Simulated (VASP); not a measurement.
A run of VASP 6.6.1:

File INCAR:

```
PREC     = Accurate       # precision mode
ENCUT    = 520            # plane-wave cutoff, eV
EDIFF    = 1E-7           # SCF threshold, eV
ISMEAR   = -1             # smearing method
SIGMA    = 0.1            # smearing width, eV
LREAL    = False          # projectors in reciprocal space
LASPH    = True           # aspherical terms in the spheres
NELM     = 60             # most SCF steps
ALGO     = Normal         # electronic algorithm
ISIF     = 2              # what is computed and relaxed
LWAVE    = False          # write WAVECAR
LCHARG   = True           # write CHGCAR
GGA      = PE             # functional
LELF     = True           # ELF
LVHAR    = True         
NBANDS   = 20             # bands
```

Contents of KPOINTS:

```
Automatic mesh
0
Gamma
  7 7 4
```

Contents of POSCAR:

```
Tl
1.0
    3.5488691809      0.0000000000      0.0000000000
   -1.7744345905      3.0734108654      0.0000000000
    0.0000000000      0.0000000000      5.7823153523
Tl
2
Direct
    0.3333333333      0.6666666667      0.2500000000
    0.6666666667      0.3333333333      0.7500000000
```

Potentials or basis: VASP PAW PBE potentials, release 64 (Tl_d).

Command:

```sh
$ cat potpaw_PBE.64/Tl_d/POTCAR > POTCAR
$ mpirun -np 1 vasp_std > vasp.out
```

Hardware: 1 thread of Intel Xeon 8259CL, on a shared host.

Problem. Estimate the wall time of this run.

Solution. Run time: 46 s on 1 thread of Intel Xeon 8259CL, with other jobs on the host, peak memory 0.19 GiB. Counts: scf iterations 12, k points 24.
